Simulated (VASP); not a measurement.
# K (Im-3m) in VASP: further runs

K is run at these levels: PBEsol; tasks: single point.

Program: VASP 6.6.1. These are calculated values, not measurements. Logs are shortened: lines on timing, memory, paths and dates and some standing lists are left out, and cuts for length are marked.

## Step 1: The cell of the first run

The structure is cubic, space group Im-3m (No. 229). The conventional cell has a = 5.225 Å, b = 5.225 Å, c = 5.225 Å, α = 90.00°, β = 90.00°, γ = 90.00°.

## Step 2: Single point, PBEsol

The input, INCAR:

```
SYSTEM = K
ALGO = Normal
EDIFF = 1E-7
ENCUT = 520
GGA = PS
ISIF = 2
ISMEAR = 0
LASPH = .True.
LCHARG = .False.
LREAL = .False.
LWAVE = .False.
NBANDS = 10
NELM = 100
PREC = Accurate
SIGMA = 0.1
```

The input, KPOINTS:

```
k-points
0
Gamma
  6 6 6
  0 0 0
```

The input, POSCAR:

```
K
1.0
   -2.6125000000      2.6125000000      2.6125000000
    2.6125000000     -2.6125000000      2.6125000000
    2.6125000000      2.6125000000     -2.6125000000
K
1
Direct
    0.0000000000      0.0000000000      0.0000000000
```

Potentials or basis: VASP PAW PBE potentials, release 64 (K_sv).

On the command line:

```console
> cat potpaw_PBE.64/K_sv/POTCAR > POTCAR
> mpirun -np 1 vasp_std > vasp.out
```

OUTCAR:

```text
SYSTEM = K
   EDIFF = 1E-7
   ENCUT = 520
   GGA = PS
   ISIF = 2
   ISMEAR = 0
   LASPH = .True.
   LREAL = .False.
   NELM = 100
   PREC = Accurate

 ion  position               nearest neighbor table
   1  0.000  0.000  0.000-

  LATTYP: Found a body centered cubic cell.
 ALAT       =     5.2250000000

  Lattice vectors:

 A1 = (  -2.6125000000,   2.6125000000,   2.6125000000)
 A2 = (   2.6125000000,  -2.6125000000,   2.6125000000)
 A3 = (   2.6125000000,   2.6125000000,  -2.6125000000)

Analysis of symmetry for initial positions (statically):
=====================================================================
 Subroutine PRICEL returns:
 Original cell was already a primitive cell.

 Routine SETGRP: Setting up the symmetry group for a
 body centered cubic supercell.

 Subroutine GETGRP returns: Found 48 space group operations
 (whereof 48 operations were pure point group operations)
 out of a pool of 48 trial point group operations.

The static configuration has the point symmetry O_h .

Analysis of symmetry for dynamics (positions and initial velocities):
=====================================================================
 Subroutine PRICEL returns:
 Original cell was already a primitive cell.

 Routine SETGRP: Setting up the symmetry group for a
 body centered cubic supercell.

 Subroutine GETGRP returns: Found 48 space group operations
 (whereof 48 operations were pure point group operations)
 out of a pool of 48 trial point group operations.

The dynamic configuration has the point symmetry O_h .

 Subroutine INISYM returns: Found 48 space group operations
 (whereof 48 operations are pure point group operations),
 and found     1 'primitive' translations

----------------------------------------------------------------------------------------

                                     Primitive cell

  volume of cell :      71.3229

  direct lattice vectors                    reciprocal lattice vectors
    -2.612500000  2.612500000  2.612500000     0.000000000  0.191387560  0.191387560
     2.612500000 -2.612500000  2.612500000     0.191387560  0.000000000  0.191387560
     2.612500000  2.612500000 -2.612500000     0.191387560  0.191387560  0.000000000

  length of vectors
     4.524982735  4.524982735  4.524982735     0.270662883  0.270662883  0.270662883

  position of ions in fractional coordinates (direct lattice)
     0.000000000  0.000000000  0.000000000

  ion indices of the primitive-cell ions
   primitive index   ion index
                 1           1

----------------------------------------------------------------------------------------

 KPOINTS: k-points

Automatic generation of k-mesh.
 Grid dimensions read from file:
 generate k-points for:    6    6    6

 Generating k-lattice:

  Cartesian coordinates                     Fractional coordinates (reciprocal lattice)
     0.000000000  0.031897927  0.031897927     0.166666667  0.000000000  0.000000000
     0.031897927  0.000000000  0.031897927     0.000000000  0.166666667  0.000000000
     0.031897927  0.031897927  0.000000000     0.000000000  0.000000000  0.166666667

  Length of vectors
     0.045110480  0.045110480  0.045110480

  Shift w.r.t. Gamma in fractional coordinates (k-lattice)
     0.000000000  0.000000000  0.000000000

 Subroutine IBZKPT returns following result:
 ===========================================

 Found     16 irreducible k-points:

 Following reciprocal coordinates:
            Coordinates               Weight
  0.000000  0.000000  0.000000      1.000000
  0.166667  0.000000  0.000000     12.000000
  0.333333  0.000000  0.000000     12.000000
  0.500000  0.000000  0.000000      6.000000
  0.166667  0.166667  0.000000     24.000000
  0.333333  0.166667  0.000000     48.000000
[... 8 lines left out ...]
  0.500000  0.500000  0.333333     12.000000
  0.500000  0.500000  0.500000      1.000000
   k-points           NKPTS =     16   k-points in BZ     NKDIM =     16   number of bands    NBANDS=     10
   number of dos      NEDOS =    301   number of ions     NIONS =      1
   total plane-waves  NPLWV =  46656
   dimension x,y,z NGX =    36 NGY =   36 NGZ =   36
   dimension x,y,z NGXF=    72 NGYF=   72 NGZF=   72
   ions per type =               1
   NGX,Y,Z   is equivalent  to a cutoff of  13.23, 13.23, 13.23 a.u.
   NGXF,Y,Z  is equivalent  to a cutoff of  26.45, 26.45, 26.45 a.u.
 SYSTEM =  K
   PREC   = accura    normal or accurate (medium, high low for compatibility)
   ISTART =      0    job   : 0-new  1-cont  2-samecut
   ICHARG =      2    charge: 1-file 2-atom 10-const
   ISPIN  =      1    spin polarized calculation?
   LNONCOLLINEAR =      F non collinear calculations
   LSORBIT =      F    spin-orbit coupling
   LASPH  =      T    aspherical Exc in radial PAW
   ENCUT  =  520.0 eV  38.22 Ry    6.18 a.u.   8.41  8.41  8.41*2*pi/ulx,y,z
   NELM   =    100;   NELMIN=  2; NELMDL= -5     # of ELM steps
   EDIFF  = 0.1E-06   stopping-criterion for ELM
   LREAL  =      F    real-space projection
   EDIFFG = 0.1E-05   stopping-criterion for IOM
   NSW    =      0    number of steps for IOM
   IBRION =     -1    ionic relax: 0-MD 1-quasi-New 2-CG
   NFREE  =      0    steps in history (QN), initial steepest desc. (CG)
   ISIF   =      2    stress and relaxation
   ISYM   =      2    0-nonsym 1-usesym 2-fastsym
   POTIM  = 0.5000    time-step for ionic-motion
   TEBEG  =    0.0;   TEEND  =   0.0 temperature during run
   PSTRESS=    0.0 pullay stress
   NELECT =       9.0000    total number of electrons
   NUPDOWN=      -1.0000    fix difference up-down
   EMIN   =  10.00;   EMAX   =-10.00  energy-range for DOS
   EFERMI =   0.00;   METHOD = LEGACY
   ISMEAR =     0;   SIGMA  =   0.10  broadening in eV -4-tet -1-fermi 0-gaus
   EFERMI_NEDOS =   21; number of points for ismear=-14 and -15
   IALGO  =     38    algorithm
   IMIX   =      4    mixing-type and parameters
     AMIX     =   0.40;   BMIX     =  1.00
     AMIX_MAG =   1.60;   BMIX_MAG =  1.00
  volume/ion in A,a.u.               =      71.32       481.31
  Fermi-wavevector in a.u.,A,eV,Ry     =   0.821131  1.551714  9.173822  0.674257
  Thomas-Fermi vector in A             =   1.932236
   LORBIT       =      0    0 simple, 1 ext, 2 COOP (PROOUT), +10 PAW based schemes
   GGA     = PS    functional components
   LHFCALC =     F    Hartree Fock is set to
   AEXX    =    0.0000 exact exchange contribution
   IVDW    =     0    specifies the selected vdW correction
   LEPSILON=     F    determine dielectric tensor
   LRPA    =     F    only Hartree local field effects (RPA)
 non-spin polarized calculation
 Gauss-broadening in eV      SIGMA  =   0.10
  energy-cutoff  :      520.00
  volume of cell :       71.32
 maximum number of plane-waves:      1961
 NGX is ok and might be reduce to    36
   NGX = 17   NGY = 17   NGZ = 17

 number of electron       9.0000000 magnetization

 Free energy of the ion-electron system (eV)
  ---------------------------------------------------
  ext. energy  EPLUGINS =         0.00000000
  ---------------------------------------------------
  free energy    TOTEN  =        -1.11856499 eV

  energy without entropy =       -1.10617923  energy(sigma->0) =       -1.11237211

 E-fermi :  -0.0801     XC(G=0):  -5.7733

 val. band max:       -0.3497536443   @ k =   0.1667   0.1667   0.1667
 cond. band min:      -0.0689518528   @ k =   0.3333   0.1667   0.0000
 fundamental gap:      0.2808017915
 Fermi energy:        -0.0800746274

 k-point     1 :       0.0000    0.0000    0.0000
  band No.  band energies     occupation
      1     -32.0734      2.00000
      2     -15.5811      2.00000
      3     -15.5811      2.00000
      4     -15.5811      2.00000
      5      -2.3030      2.00000
      6       4.2252      0.00000
      7       4.2252      0.00000
      8       4.2252      0.00000
      9       5.1659      0.00000
     10       5.1659      0.00000

 k-point     2 :       0.1667    0.0000    0.0000
  band No.  band energies     occupation
      1     -32.0722      2.00000
      2     -15.6005      2.00000
      3     -15.5875      2.00000
      4     -15.5810      2.00000
      5      -1.9526      2.00000
      6       3.5882      0.00000
      7       3.8388      0.00000
      8       4.5095      0.00000
      9       4.9131      0.00000
     10       5.1065      0.00000

 k-point     3 :       0.3333    0.0000    0.0000
  band No.  band energies     occupation
      1     -32.0698      2.00000
      2     -15.6387      2.00000
      3     -15.6003      2.00000
      4     -15.5810      2.00000
      5      -0.9672      2.00000
      6       2.0715      0.00000
      7       3.2892      0.00000
      8       5.0084      0.00000
      9       5.2283      0.00000
     10       5.3291      0.00000

 k-point     4 :       0.5000    0.0000    0.0000
  band No.  band energies     occupation
      1     -32.0685      2.00000
      2     -15.6576      2.00000
      3     -15.6067      2.00000
      4     -15.5810      2.00000
      5       0.3421      0.00000
      6       0.6013      0.00000
      7       3.0730      0.00000
      8       4.8406      0.00000
      9       5.7049      0.00000
     10       5.9424      0.00000

 k-point     5 :       0.1667    0.1667    0.0000
  band No.  band energies     occupation
      1     -32.0704      2.00000
      2     -15.6265      2.00000
      3     -15.5955      2.00000
      4     -15.5855      2.00000
      5      -1.2829      2.00000
      6       2.7468      0.00000
      7       3.1411      0.00000
      8       4.7910      0.00000
      9       4.9009      0.00000
     10       5.5004      0.00000

 k-point     6 :       0.3333    0.1667    0.0000
  band No.  band energies     occupation
      1     -32.0685      2.00000
      2     -15.6479      2.00000
      3     -15.6106      2.00000
      4     -15.5870      2.00000
      5      -0.0690      0.87501
      6       1.4201      0.00000
      7       2.6404      0.00000
      8       4.6373      0.00000
      9       5.3057      0.00000
     10       5.7322      0.00000

 k-point     7 :       0.3333    0.3333    0.0000
  band No.  band energies     occupation
      1     -32.0679      2.00000
      2     -15.6337      2.00000
      3     -15.6337      2.00000
      4     -15.5907      2.00000
      5       1.1097      0.00000
      6       1.1097      0.00000
      7       1.5263      0.00000
      8       4.5441      0.00000
      9       5.3282      0.00000
     10       5.3282      0.00000

 k-point     8 :       0.1667    0.1667    0.1667
  band No.  band energies     occupation
      1     -32.0690      2.00000
      2     -15.6413      2.00000
      3     -15.5981      2.00000
      4     -15.5981      2.00000
      5      -0.3498      1.99986
      6       2.1766      0.00000
      7       2.1766      0.00000
      8       4.3481      0.00000
      9       5.5535      0.00000
     10       5.5535      0.00000

 k-point     9 :       0.3333    0.1667    0.1667
  band No.  band energies     occupation
      1     -32.0683      2.00000
      2     -15.6377      2.00000
      3     -15.6154      2.00000
      4     -15.5994      2.00000
      5       0.9415      0.00000
      6       0.9960      0.00000
      7       1.9894      0.00000
      8       3.6725      0.00000
      9       5.6649      0.00000
     10       5.7687      0.00000

 k-point    10 :      -0.1667    0.1667    0.1667
  band No.  band energies     occupation
      1     -32.0710      2.00000
      2     -15.6040      2.00000
      3     -15.5942      2.00000
      4     -15.5942      2.00000
      5      -1.6121      2.00000
      6       3.6616      0.00000
      7       3.7037      0.00000
      8       3.7037      0.00000
      9       4.6370      0.00000
     10       5.6365      0.00000

 k-point    11 :      -0.3333    0.3333    0.1667
  band No.  band energies     occupation
      1     -32.0687      2.00000
      2     -15.6353      2.00000
      3     -15.6075      2.00000
      4     -15.5957      2.00000
      5      -0.6555      2.00000
      6       2.2131      0.00000
      7       3.3382      0.00000
      8       3.8195      0.00000
      9       5.2557      0.00000
     10       5.3459      0.00000

 k-point    12 :       0.5000    0.5000    0.1667
  band No.  band energies     occupation
      1     -32.0676      2.00000
      2     -15.6522      2.00000
      3     -15.6141      2.00000
      4     -15.5949      2.00000
      5       0.6900      0.00000
      6       0.7555      0.00000
      7       3.1692      0.00000
      8       3.6642      0.00000
      9       5.2511      0.00000
     10       6.4470      0.00000

 k-point    13 :      -0.3333    0.5000    0.1667
  band No.  band energies     occupation
      1     -32.0671      2.00000
      2     -15.6428      2.00000
      3     -15.6257      2.00000
      4     -15.6008      2.00000
      5       0.4666      0.00000
      6       1.6067      0.00000
      7       2.3507      0.00000
      8       4.1929      0.00000
      9       4.6845      0.00000
     10       5.7665      0.00000

 k-point    14 :      -0.3333    0.3333    0.3333
  band No.  band energies     occupation
      1     -32.0667      2.00000
      2     -15.6314      2.00000
      3     -15.6217      2.00000
      4     -15.6217      2.00000
      5       0.1928      0.00011
      6       2.1093      0.00000
      7       3.3719      0.00000
      8       3.3719      0.00000
      9       4.0126      0.00000
     10       5.6593      0.00000

 k-point    15 :       0.5000    0.5000    0.3333
  band No.  band energies     occupation
      1     -32.0657      2.00000
      2     -15.6415      2.00000
      3     -15.6288      2.00000
      4     -15.6225      2.00000
      5       1.1893      0.00000
      6       1.4133      0.00000
      7       2.9675      0.00000
      8       3.3582      0.00000
      9       4.1483      0.00000
     10       6.2491      0.00000

 k-point    16 :       0.5000    0.5000    0.5000
  band No.  band energies     occupation
      1     -32.0647      2.00000
      2     -15.6362      2.00000
      3     -15.6362      2.00000
      4     -15.6362      2.00000
      5       1.5597      0.00000
      6       1.5597      0.00000
      7       3.4492      0.00000
      8       3.4492      0.00000
      9       3.4492      0.00000
     10       5.6200      0.00000

------------------------ aborting loop because EDIFF is reached ----------------------------------------

  FORCE on cell =-STRESS in cart. coord.  units (eV):
  Direction    XX          YY          ZZ          XY          YZ          ZX
  --------------------------------------------------------------------------------------
  -------------------------------------------------------------------------------------
  Total       -0.0002838     -0.0002838     -0.0002838      0.0000000      0.0000000     -0.0000000
  in kB       -0.0063762     -0.0063762     -0.0063762      0.0000000      0.0000000     -0.0000000
  external PRESSURE =      -0.0063762 kB  Pullay stress =       0.0000000 kB

 VOLUME and BASIS-vectors are now :
 -----------------------------------------------------------------------------
  energy-cutoff  :      520.00
  volume of cell :       71.32
      direct lattice vectors                 reciprocal lattice vectors
    -2.612500000  2.612500000  2.612500000     0.000000000  0.191387560  0.191387560
     2.612500000 -2.612500000  2.612500000     0.191387560  0.000000000  0.191387560
     2.612500000  2.612500000 -2.612500000     0.191387560  0.191387560  0.000000000

 POSITION                                       TOTAL-FORCE (eV/Angst)
 -----------------------------------------------------------------------------------
      0.00000      0.00000      0.00000        -0.000000      0.000000      0.000000
 -----------------------------------------------------------------------------------
    total drift:                               -0.000000     -0.000000      0.000000

  FREE ENERGIE OF THE ION-ELECTRON SYSTEM (eV)
  ---------------------------------------------------
  free  energy   TOTEN  =        -1.1185649877 eV

  energy  without entropy=       -1.1061792307  energy(sigma->0) =       -1.11237211
```

It took 11 s on 1 thread of AMD EPYC 7R43 (Zen 3), shared host; peak memory 0.16 GiB.

What came out:

- Free energy: -1.1186 eV
- Pressure: 0.0 GPa

Levels at points of the mesh, in eV from the Fermi level:
```tsv
k point	band 1	band 2	band 3	band 4	band 5	band 6	band 7	band 8	band 9
(0.00, 0.00, 0.00)	-31.99	-15.50	-15.50	-15.50	-2.22	4.31	4.31	4.31	5.25
(0.50, 0.00, 0.00)	-31.99	-15.58	-15.53	-15.50	0.42	0.68	3.15	4.92	5.78
(0.50, 0.50, 0.50)	-31.98	-15.56	-15.56	-15.56	1.64	1.64	3.53	3.53	3.53
```

Caveat: the PAW data sets were made with another functional, which shifts forces and pressure a little.

## Step 3: Single point, PBEsol

The input, INCAR:

```
PREC     = Accurate       # precision mode
ENCUT    = 520            # plane-wave cutoff, eV
EDIFF    = 1E-6           # SCF threshold, eV
ISMEAR   = 0              # smearing method
SIGMA    = 0.1            # smearing width, eV
LREAL    = F              # projectors in reciprocal space
LASPH    = T              # aspherical terms in the spheres
NELM     = 60             # most SCF steps
ALGO     = Fast           # electronic algorithm
ISIF     = 2              # what is computed and relaxed
LWAVE    = F              # write WAVECAR
LCHARG   = F              # write CHGCAR
GGA      = PS             # functional
NBANDS   = 10             # bands
```

The input, KPOINTS:

```
regular mesh
0
Gamma
  12 12 12
```

POSCAR is that of step 2.

Potentials or basis: VASP PAW PBE potentials, release 64 (K_sv).

On the command line:

```console
> cat potpaw_PBE.64/K_sv/POTCAR > POTCAR
> mpirun -np 1 vasp_std > vasp.out
```

Run time: 48 s. Hardware: 1 thread of AMD EPYC 7R43 (Zen 3), shared host; peak memory 0.19 GiB.

The run converged. Its results:

| Quantity | Value |
| --- | --- |
| Free energy | -1.1344 eV |
| Pressure | 0.0 GPa |

Levels at points of the mesh, in eV from the Fermi level:
| k point | band 1 | band 2 | band 3 | band 4 | band 5 | band 6 | band 7 | band 8 | band 9 |
| --- | --- | --- | --- | --- | --- | --- | --- | --- | --- |
| (0.00, 0.00, 0.00) | -31.96 | -15.47 | -15.47 | -15.47 | -2.19 | 4.34 | 4.34 | 4.34 | 5.28 |
| (0.50, 0.00, 0.00) | -31.96 | -15.54 | -15.49 | -15.47 | 0.46 | 0.72 | 3.19 | 4.95 | 5.82 |
| (0.50, 0.50, 0.50) | -31.95 | -15.52 | -15.52 | -15.52 | 1.67 | 1.67 | 3.56 | 3.56 | 3.56 |

Caveat: the PAW data sets were made with another functional, which shifts forces and pressure a little.
